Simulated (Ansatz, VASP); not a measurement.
## CdF2: VASP beside Ansatz

File INCAR:

```
ALGO     = Normal         # electronic algorithm
EDIFF    = 1E-6           # SCF threshold, eV
ENCUT    = 700            # plane-wave cutoff, eV
GGA      = PE             # functional
GGA_COMPAT= F            
ISIF     = 2              # what is computed and relaxed
ISMEAR   = -1             # smearing method
LASPH    = T              # aspherical terms in the spheres
LCHARG   = T              # write CHGCAR
LELF     = T              # ELF
LREAL    = F              # projectors in reciprocal space
LVHAR    = T            
LWAVE    = F              # write WAVECAR
NBANDS   = 24             # bands
NELM     = 120            # most SCF steps
PREC     = Accurate       # precision mode
SIGMA    = 0.02           # smearing width, eV
```

The input KPOINTS:

```
k-points
0
Gamma
  8 8 8
```

POSCAR

```
CdF2
1.0
    0.0000000000      2.6941776812      2.6941776812
    2.5516556819      0.0000000000      2.6941776812
    2.5516556819      2.6941776812      0.0000000000
Cd F
1 2
Direct
    0.0000000000      0.0000000000      0.0000000000
    0.2500000000      0.2500000000      0.2500000000
    0.7500000000      0.7500000000      0.7500000000
```

Input for Ansatz:

```yaml
crystal:
  lattice:
    - [0.0, 2.6941776812, 2.6941776812]
    - [2.5516556819, 0.0, 2.6941776812]
    - [2.5516556819, 2.6941776812, 0.0]
  atoms:
    - { symbol: Cd, position: [0.0, 0.0, 0.0] }
    - { symbol: F, position: [0.25, 0.25, 0.25] }
    - { symbol: F, position: [0.75, 0.75, 0.75] }
kpoints:
  mp_grid: { grid: [8, 8, 8] }
  band_path:
    path:
      - [0.0, 0.0, 0.0]
      - [0.5, 0.0, 0.5]
      - [0.625, 0.25, 0.625]
      - [0.375, 0.375, 0.75]
      - [0.5, 0.5, 0.5]
      - [0.5, 0.25, 0.75]
      - [0.307292, -0.5, -0.192708]
    npoints: 1
hamiltonian:
  xc: pbe
scf:
  occupations: { method: fermi_dirac, width: 0.02 }
  n_extra_bands: 4
output:
  forces: true
  stress: true
  eigenvalues: true
```

Change from the starting cell: uniaxial_x strain -5.3%.

Alike in both runs: task single point; functional PBE; k mesh 8 × 8 × 8; occupations fermi-dirac, width 0.02 eV; no spin polarisation.

|  | VASP | Ansatz |
| --- | --- | --- |
| version | VASP 6.6.1 | Ansatz 0.2.0 |
| potentials or method | VASP PAW PBE potentials, release 64 (Cd_sv_GW, F) | plane waves, PAW |
| plane-wave cutoff (eV) | 700 | 420 |
| valence electrons in the cell | 34 | 34 |

VASP gave:

| Quantity | Value |
| --- | --- |
| gap on the k mesh at the Fermi level (eV) | 3.20 |
| pressure (GPa) | 12.3 |
| traceless stress, the component that is largest in VASP (GPa) | 4.22 |

Question: What did Ansatz give for the same quantities?

Answer: gap on the k mesh at the Fermi level (eV): 3.21; pressure (GPa): 12.7; traceless stress, the component that is largest in VASP (GPa): 4.21.
